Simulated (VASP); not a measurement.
# K2LiBr3 (P-3m1) in VASP: a series of runs

The runs below take K2LiBr3 through single point, relaxation of cell and atoms, with PBEsol.

Program: VASP 6.6.1. These are calculated values, not measurements. Logs are shortened: lines on timing, memory, paths and dates and some standing lists are left out, and cuts for length are marked.

### Step 1. The cell of the first run

Symmetry: P-3m1, No. 164, trigonal system. The conventional cell has a = 4.315 Å, b = 4.315 Å, c = 10.980 Å, α = 90.00°, β = 90.00°, γ = 120.00°. K (site symmetry 3m) has 6 Br at 3.21 to 3.22 Å and 3 Li at 4.27 Å and 6 K at 4.31 Å within 4.4 Å. Li (site symmetry -3m) has 6 Br at 2.87 Å within 3.8 Å. Within 3.8 Å of Br (site symmetry 3m) lie 3 Li at 2.87 Å and 3 K at 3.22 Å and 3 Br at 3.79 Å. Br (site symmetry -3m) has 6 K at 3.21 Å and 6 Br at 4.31 Å within 4.4 Å.

### Step 2. Single point, PBEsol

Input file INCAR:

```
SYSTEM = K2LiBr3
PREC = Accurate
ENCUT = 520
EDIFF = 1E-7
ISMEAR = -1
SIGMA = 0.03
LREAL = .False.
LASPH = .True.
NELM = 60
ALGO = Normal
ISIF = 2
LWAVE = .False.
LCHARG = .True.
GGA = PS
LELF = .True.
LVHAR = .True.
NBANDS = 30
```

Input file KPOINTS:

```
Automatic mesh
0
Gamma
  6 6 2
  0 0 0
```

Input file POSCAR:

```
K2LiBr3
1.0
    4.3147240777      0.0000000028      0.0000000000
   -2.1573620412      3.7366606602      0.0000000000
    0.0000000000      0.0000000000     10.9795244827
K Li Br
2 1 3
Direct
    0.3333333333      0.6666666667      0.8155888515
    0.6666666667      0.3333333333      0.1844111485
    0.0000000000      0.0000000000      0.5000000000
    0.3333333333      0.6666666667      0.3699502778
    0.6666666667      0.3333333333      0.6300497222
    0.0000000000      0.0000000000      0.0000000000
```

Potentials or basis: VASP PAW PBE potentials, release 64 (K_sv, Li_sv, Br).

On the command line:

```console
> cat potpaw_PBE.64/K_sv/POTCAR potpaw_PBE.64/Li_sv/POTCAR potpaw_PBE.64/Br/POTCAR > POTCAR
> mpirun -np 1 vasp_std > vasp.out
```

OUTCAR:

```text
SYSTEM = K2LiBr3
   PREC = Accurate
   ENCUT = 520
   EDIFF = 1E-7
   ISMEAR = -1
   LREAL = .False.
   LASPH = .True.
   NELM = 60
   ISIF = 2
   GGA = PS

 ion  position               nearest neighbor table
   1  0.333  0.667  0.816-   6 3.21   6 3.21   6 3.21   5 3.22   5 3.22   5 3.22
   2  0.667  0.333  0.184-   6 3.21   6 3.21   6 3.21   4 3.22   4 3.22   4 3.22
   3  0.000  0.000  0.500-
   4  0.333  0.667  0.370-   2 3.22   2 3.22   2 3.22
   5  0.667  0.333  0.630-   1 3.22   1 3.22   1 3.22
   6  0.000  0.000  0.000-   1 3.21   2 3.21   1 3.21   2 3.21   2 3.21   1 3.21

  LATTYP: Found a hexagonal cell.
 ALAT       =     4.3147240777
 C/A-ratio  =     2.5446643366

  Lattice vectors:

 A1 = (   4.3147240777,   0.0000000028,   0.0000000000)
 A2 = (  -2.1573620412,   3.7366606602,   0.0000000000)
 A3 = (   0.0000000000,   0.0000000000,  10.9795244827)

Analysis of symmetry for initial positions (statically):
=====================================================================
 Subroutine PRICEL returns:
 Original cell was already a primitive cell.

 Routine SETGRP: Setting up the symmetry group for a
 hexagonal supercell.

 Subroutine GETGRP returns: Found 12 space group operations
 (whereof 12 operations were pure point group operations)
 out of a pool of 24 trial point group operations.

The static configuration has the point symmetry D_3d.

Analysis of symmetry for dynamics (positions and initial velocities):
=====================================================================
 Subroutine PRICEL returns:
 Original cell was already a primitive cell.

 Routine SETGRP: Setting up the symmetry group for a
 hexagonal supercell.

 Subroutine GETGRP returns: Found 12 space group operations
 (whereof 12 operations were pure point group operations)
 out of a pool of 24 trial point group operations.

The dynamic configuration has the point symmetry D_3d.

 Subroutine INISYM returns: Found 12 space group operations
 (whereof 12 operations are pure point group operations),
 and found     1 'primitive' translations

----------------------------------------------------------------------------------------

                                     Primitive cell

  volume of cell :     177.0191

  direct lattice vectors                    reciprocal lattice vectors
     4.314724078  0.000000003  0.000000000     0.231764530  0.133809314  0.000000000
    -2.157362041  3.736660660  0.000000000    -0.000000000  0.267618628  0.000000000
     0.000000000  0.000000000 10.979524483     0.000000000  0.000000000  0.091078626

  length of vectors
     4.314724078  4.314724078 10.979524483     0.267618628  0.267618628  0.091078626

[... 82 lines left out ...]
   NFREE  =      0    steps in history (QN), initial steepest desc. (CG)
   ISIF   =      2    stress and relaxation
   ISYM   =      2    0-nonsym 1-usesym 2-fastsym
   POTIM  = 0.5000    time-step for ionic-motion
   TEBEG  =    0.0;   TEEND  =   0.0 temperature during run
   PSTRESS=    0.0 pullay stress
   NELECT =      42.0000    total number of electrons
   NUPDOWN=      -1.0000    fix difference up-down
   EMIN   =  10.00;   EMAX   =-10.00  energy-range for DOS
   EFERMI =   0.00;   METHOD = LEGACY
   ISMEAR =    -1;   SIGMA  =   0.03  broadening in eV -4-tet -1-fermi 0-gaus
   EFERMI_NEDOS =   21; number of points for ismear=-14 and -15
   IALGO  =     38    algorithm
   IMIX   =      4    mixing-type and parameters
     AMIX     =   0.40;   BMIX     =  1.00
     AMIX_MAG =   1.60;   BMIX_MAG =  1.00
  volume/ion in A,a.u.               =      29.50       199.10
  Fermi-wavevector in a.u.,A,eV,Ry     =   1.013486  1.915211 13.975283  1.027154
  Thomas-Fermi vector in A             =   2.146658
   LORBIT       =      0    0 simple, 1 ext, 2 COOP (PROOUT), +10 PAW based schemes
   GGA     = PS    functional components
   LHFCALC =     F    Hartree Fock is set to
   AEXX    =    0.0000 exact exchange contribution
   IVDW    =     0    specifies the selected vdW correction
   LEPSILON=     F    determine dielectric tensor
   LRPA    =     F    only Hartree local field effects (RPA)
 non-spin polarized calculation
  energy-cutoff  :      520.00
  volume of cell :      177.02
 maximum number of plane-waves:      4790
   NGX = 17   NGY = 17   NGZ = 41

 number of electron      42.0000005 magnetization

 Free energy of the ion-electron system (eV)
  ---------------------------------------------------
  ext. energy  EPLUGINS =         0.00000000
  ---------------------------------------------------
  free energy    TOTEN  =       -19.59086462 eV

  energy without entropy =      -19.59086462  energy(sigma->0) =      -19.59086462

 E-fermi :  -0.3941     XC(G=0):  -8.0106

 val. band max:       -1.0510801952   @ k =   0.0000   0.0000   0.0000
 cond. band min:       3.2260361878   @ k =   0.0000   0.0000   0.0000
 fundamental gap:      4.2771163830
 Fermi energy:        -0.3941331355

 k-point     1 :       0.0000    0.0000    0.0000
  band No.  band energies     occupation
      1     -44.8115      2.00000
      2     -28.7528      2.00000
      3     -28.7499      2.00000
      4     -13.9527      2.00000
      5     -13.7459      2.00000
      6     -13.6186      2.00000
[... 451 lines left out ...]
     29       7.6686      0.00000
     30       7.6686      0.00000

------------------------ aborting loop because EDIFF is reached ----------------------------------------

  FORCE on cell =-STRESS in cart. coord.  units (eV):
  Direction    XX          YY          ZZ          XY          YZ          ZX
  --------------------------------------------------------------------------------------
  -------------------------------------------------------------------------------------
  Total        0.0367046      0.0367046      0.0626531      0.0000000      0.0000000     -0.0000000
  in kB        0.3322088      0.3322088      0.5670647      0.0000000      0.0000000     -0.0000000
  external PRESSURE =       0.4104941 kB  Pullay stress =       0.0000000 kB

 VOLUME and BASIS-vectors are now :
 -----------------------------------------------------------------------------
  energy-cutoff  :      520.00
  volume of cell :      177.02
      direct lattice vectors                 reciprocal lattice vectors
     4.314724078  0.000000003  0.000000000     0.231764530  0.133809314  0.000000000
    -2.157362041  3.736660660  0.000000000    -0.000000000  0.267618628  0.000000000
     0.000000000  0.000000000 10.979524483     0.000000000  0.000000000  0.091078626

 POSITION                                       TOTAL-FORCE (eV/Angst)
 -----------------------------------------------------------------------------------
     -0.00000      2.49111      8.95478        -0.000000      0.000000      0.002715
      2.15736      1.24555      2.02475         0.000000     -0.000000     -0.002715
      0.00000      0.00000      5.48976         0.000000      0.000000      0.000000
     -0.00000      2.49111      4.06188         0.000000     -0.000000      0.008754
      2.15736      1.24555      6.91765        -0.000000     -0.000000     -0.008754
      0.00000      0.00000      0.00000         0.000000      0.000000      0.000000
 -----------------------------------------------------------------------------------
    total drift:                               -0.000000      0.000000      0.000000

  FREE ENERGIE OF THE ION-ELECTRON SYSTEM (eV)
  ---------------------------------------------------
  free  energy   TOTEN  =       -19.5908646210 eV

  energy  without entropy=      -19.5908646210  energy(sigma->0) =      -19.59086462
```

OSZICAR:

```text
N       E                     dE             d eps       ncg     rms          rms(c)
DAV:   1     0.305529947251E+03    0.30553E+03   -0.18533E+04   840   0.126E+03
DAV:   2     0.791469250964E+01   -0.29762E+03   -0.28895E+03  1026   0.315E+02
DAV:   3    -0.187306210683E+02   -0.26645E+02   -0.26558E+02  1256   0.796E+01
DAV:   4    -0.198649813806E+02   -0.11344E+01   -0.11264E+01  1432   0.154E+01
DAV:   5    -0.199503668415E+02   -0.85385E-01   -0.85377E-01  1234   0.238E+00    0.543E+00
DAV:   6    -0.196075213992E+02    0.34285E+00   -0.58744E-01  1012   0.289E+00    0.389E+00
DAV:   7    -0.195823661358E+02    0.25155E-01   -0.45141E-01  1114   0.259E+00    0.147E+00
DAV:   8    -0.195899072099E+02   -0.75411E-02   -0.87560E-02  1196   0.143E+00    0.373E-01
DAV:   9    -0.195898440576E+02    0.63152E-04   -0.22758E-03  1170   0.218E-01    0.177E-01
DAV:  10    -0.195907674206E+02   -0.92336E-03   -0.11540E-03  1024   0.155E-01    0.690E-02
DAV:  11    -0.195908535894E+02   -0.86169E-04   -0.11615E-04  1264   0.545E-02    0.222E-02
DAV:  12    -0.195908624990E+02   -0.89096E-05   -0.18379E-05  1292   0.235E-02    0.724E-03
DAV:  13    -0.195908649128E+02   -0.24139E-05   -0.87150E-06  1066   0.160E-02    0.407E-03
DAV:  14    -0.195908645963E+02    0.31655E-06   -0.15770E-06  1200   0.715E-03    0.209E-03
DAV:  15    -0.195908646210E+02   -0.24738E-07   -0.33126E-07  1144   0.355E-03
   1 F= -.19590865E+02 E0= -.19590865E+02  d E =-.330649E-10
```

stdout:

```text
POSCAR found type information on POSCAR K LiBr
 POSCAR found :  3 types and       6 ions
 scaLAPACK will be used
 -----------------------------------------------------------------------------
|                                                                             |
|                                                                             |
|     You enforced a specific xc type in the INCAR file but a different       |
|     I HOPE YOU KNOW WHAT YOU ARE DOING!                                     |
|                                                                             |
 -----------------------------------------------------------------------------

 LDA part: xc-table for (Slater+PW92), standard interpolation
 POSCAR, INCAR and KPOINTS ok, starting setup
 FFT: planning ... GRIDC
 FFT: planning ... GRID_SOFT
 FFT: planning ... GRID
 WAVECAR not read
 entering main loop
```

Run time: 1.9 min. Hardware: 1 thread of Oxide Virtual Turin-like, shared host; peak memory 0.27 GiB.

Results:

```
Free energy            : -19.5909 eV
Largest force          : 0.009 eV/Å
Band gap on the k mesh : 4.28 eV
```

Forces on the atoms (eV/Å):
```
K    0.000  0.000  0.003
K    0.000  0.000 -0.003
Li   0.000  0.000  0.000
Br   0.000  0.000  0.009
Br   0.000  0.000 -0.009
Br   0.000  0.000  0.000
```

Caveat: the cutoff is under 1.25 times the usual one of these potentials, so pressure, stress and relaxed cells hold a basis-set (Pulay) error; the PAW data sets were made with another functional, which shifts forces and pressure a little.

### Step 3. Relaxation of cell and atoms, PBEsol

This run uses another cell than the first one, of 32.44 Å³/atom.

Input file INCAR:

```
SYSTEM = K2LiBr3
PREC = Accurate
ENCUT = 600
EDIFF = 1E-6
ISMEAR = -1
SIGMA = 0.03
LREAL = .FALSE.
LASPH = .TRUE.
NELM = 100
ALGO = Normal
ISIF = 3
LWAVE = .FALSE.
LCHARG = .FALSE.
GGA = PS
IBRION = 2
NSW = 100
EDIFFG = -0.01
```

Input file KPOINTS:

```
regular mesh
0
G
  6 6 2
  0 0 0
```

Input file POSCAR:

```
K2LiBr3
1.0
    4.4911349500      0.0000000000      0.0000000000
   -2.2455674800      3.8894369600      0.0000000000
    0.0000000000      0.0000000000     11.1442688700
K Li Br
2 1 3
Direct
    0.3333333300      0.6666666700      0.8271350000
    0.6666666700      0.3333333300      0.1728650000
    0.0000000000      0.0000000000      0.5000000000
    0.3333333300      0.6666666700      0.3480920000
    0.6666666700      0.3333333300      0.6519080000
    0.0000000000      0.0000000000      0.0000000000
```

Potentials or basis: VASP PAW PBE potentials, release 64 (K_sv, Li_sv, Br).

On the command line:

```console
> cat potpaw_PBE.64/K_sv/POTCAR potpaw_PBE.64/Li_sv/POTCAR potpaw_PBE.64/Br/POTCAR > POTCAR
> mpirun -np 1 vasp_std > vasp.out
```

It took 14 min on 1 thread of Oxide Virtual Turin-like, shared host; peak memory 0.36 GiB.

The run converged. Its results:

* Free energy: -19.5933 eV
* Relaxed volume: 29.58 Å³/atom
* Relaxed cell: a = 4.319 Å, b = 4.319 Å, c = 10.984 Å, α = 90.00°, β = 90.00°, γ = 120.00°
* Space group after relaxing (to 0.1 Å): P-3m1 (No. 164)
* Energy gained by relaxing: 30.4 meV/atom
* Ionic steps: 11
* Pressure after relaxing: 0.0 GPa
* Largest force after relaxing: 0.009 eV/Å
* Band gap on the k mesh: 4.27 eV

Forces on the atoms (eV/Å):
```
K    0.000  0.000 -0.004
K    0.000  0.000  0.004
Li   0.000  0.000  0.000
Br   0.000  0.000  0.009
Br   0.000  0.000 -0.009
Br   0.000  0.000  0.000
```

Step by step:
```
step  energy change (eV)  largest force (eV/Å)  pressure (GPa)  volume (Å³)
   1              0.0000                0.3849           -1.03       194.67
   2             -0.0454                0.3896           -0.64       188.85
   3             -0.0875                0.3892            0.43       176.98
   4             -0.1169                0.2994            0.36       176.76
   5             -0.1657                0.2082            0.23       176.12
   6             -0.1677                0.2189            0.21       175.94
   7             -0.1786                0.1069           -0.09       178.35
   8             -0.1799                0.0579           -0.21       179.45
   9             -0.1822                0.0112            0.01       177.33
  10             -0.1822                0.0104            0.01       177.39
  11             -0.1822                0.0095            0.01       177.45
```

Final structure:
```xyz
6
Lattice="4.3191 0.0000 0.0000 -2.1596 3.7405 0.0000 0.0000 0.0000 10.9839" Properties=species:S:1:pos:R:3 pbc="T T T"
K     0.0000    2.4936    8.9612
K     2.1596    1.2468    2.0227
Li    0.0000    0.0000    5.4919
Br    0.0000    2.4936    4.0618
Br    2.1596    1.2468    6.9221
Br    0.0000    0.0000    0.0000
```

Levels at points of the mesh, in eV from the valence-band top:
| k point | band 19 | band 20 | band 21 | band 22 | band 23 | band 24 |
| --- | --- | --- | --- | --- | --- | --- |
| (0.00, 0.00, 0.00) | -0.04 | -0.04 | 0.00 | 4.27 | 5.61 | 6.18 |
| (0.50, 0.00, 0.00) | -0.41 | -0.29 | -0.21 | 5.64 | 6.22 | 6.72 |
| (0.00, 0.00, 0.50) | -0.13 | -0.11 | -0.11 | 4.99 | 5.04 | 5.88 |
| (0.50, 0.00, 0.50) | -0.43 | -0.29 | -0.20 | 5.82 | 6.20 | 6.44 |

Caveat: the cutoff is under 1.25 times the usual one of these potentials, so pressure, stress and relaxed cells hold a basis-set (Pulay) error; the PAW data sets were made with another functional, which shifts forces and pressure a little.
